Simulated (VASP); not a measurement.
## HfB2: single point with LDA

The system is HfB2.

```xyz
3
Lattice="3.1400 0.0000 0.0000 -1.5700 2.7193 0.0000 0.0000 0.0000 3.4800" Properties=species:S:1:pos:R:3 pbc="T T T"
Hf    0.0000    0.0000    0.0000
B     1.5700    0.9064    1.7400
B     0.0000    1.8129    1.7400
```

```
Program             : VASP 6.6.1
Task                : single point
Functional          : LDA
Potentials or basis : VASP PAW LDA potentials, release 64 (Hf_pv, B)
Cutoff              : 520 eV
k mesh              : 10 × 10 × 8
Occupations         : fermi-dirac, width 0.05 eV
Spin                : no spin polarisation
```

The pressure is -9.7 GPa and the band gap on the k mesh is zero (band 8 reaches 8.21 eV, above the bottom of band 9 at 7.40 eV).

Stress tensor (GPa, compression positive):
```
-9.81  0.00  0.00
 0.00 -9.81  0.00
 0.00  0.00 -9.49
```

Levels at points of the mesh, in eV from the Fermi level:
```
           k point  band 6  band 7  band 8  band 9  band 10  band 11
(0.00, 0.00, 0.00)   -2.76   -2.76   -2.56    4.06     4.06     4.71
(0.50, 0.00, 0.00)   -3.99   -3.25   -2.74    2.28     2.79     5.68
(0.00, 0.00, 0.50)   -1.04   -1.04    0.41    0.41     1.07     1.07
(0.50, 0.00, 0.50)   -4.81   -4.56   -2.43    4.19     4.27     6.29
```

It took 14 s on 1 thread of Intel(R) Xeon(R) Platinum 8375C CPU @ 2.90GHz (Ice Lake), on a shared host, peak memory 0.15 GiB.

Caveat: spin-orbit coupling is left out, which moves the levels of the heavy elements.
